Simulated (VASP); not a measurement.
Set up this calculation in VASP 6.6.1, as the native input.

```yaml
Task: single point
Functional: PBEsol
Potentials_or_basis: VASP PAW PBE potentials, release 64 (Rb_sv)
Cutoff: 520 eV
k_mesh: 9 × 9 × 9
Occupations: fermi-dirac, width 0.1 eV
Spin: no spin polarisation
Dipole_correction: no
Further_INCAR_settings: ALGO = Normal; EDIFF = 1e-07; NBANDS = 10
```

The structure of Rb lies in POSCAR:

```
Rb
1.0
    0.0000000000      3.4707787091      3.4707787091
    3.4707787091      0.0000000000      3.4707787091
    3.4707787091      3.4707787091      0.0000000000
Rb
1
Direct
    0.0000000000      0.0000000000      0.0000000000
```

This cell differs from its parent crystal: volume scaled by 0.96.

The input as run:

INCAR

```
PREC = Accurate ; ENCUT = 520
EDIFF = 1E-7 ; ISMEAR = -1
SIGMA = 0.1 ; LREAL = F
LASPH = T ; NELM = 80
ALGO = Normal ; ISIF = 2
LWAVE = F ; LCHARG = F
GGA = PS ; NBANDS = 10
```

KPOINTS

```
regular mesh
0
Gamma
  9 9 9
```

Potentials or basis: VASP PAW PBE potentials, release 64 (Rb_sv).

The run is started by

```console
$ cat potpaw_PBE.64/Rb_sv/POTCAR > POTCAR
$ mpirun -np 1 vasp_std > vasp.out
```

Results of the run:

The pressure is 0.1 GPa.

Caveat: the PAW data sets were made with another functional, which shifts forces and pressure a little.

It used 23 s of CPU time on 1 thread of AMD EPYC 7R13 Processor (Zen 3), with other jobs on the host.
